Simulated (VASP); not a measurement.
Here is a VASP 6.6.1 calculation.

File INCAR:

```
PREC = Accurate ; ENCUT = 500
EDIFF = 1E-6 ; ISMEAR = 0
SIGMA = 0.1 ; LREAL = False
LASPH = True ; NELM = 120
ALGO = Normal ; ISIF = 2
LWAVE = False ; LCHARG = True
GGA = PE ; LELF = True
LVHAR = True ; NBANDS = 19
GGA_COMPAT = False
```

The input KPOINTS:

```
regular mesh
0
Gamma
  4 4 4
```

POSCAR

```
SrCl2
1.0
    0.0000000000      3.4855001000      3.4855001000
    3.4855001000      0.0000000000      3.4855001000
    3.4855001000      3.4855001000      0.0000000000
Sr Cl
1 2
Direct
    0.0000000000      0.0000000000      0.0000000000
    0.2500000000      0.2500000000      0.2500000000
    0.7500000000      0.7500000000      0.7500000000
```

Potentials or basis: VASP PAW PBE potentials, release 64 (Sr_sv, Cl).

The run is started by

```console
$ cat potpaw_PBE.64/Sr_sv/POTCAR potpaw_PBE.64/Cl/POTCAR > POTCAR
$ mpirun -np 1 vasp_std > vasp.out
```

**Question.** What does it give for the pressure?

**Answer.** 1.2 GPa.

**Question.** What does it give for the band gap on the k mesh?

**Answer.** 5.35 eV, indirect (least direct gap 5.50 eV).

A k mesh can miss the band edges. As with any semilocal functional, this PBE gap is likely too small.
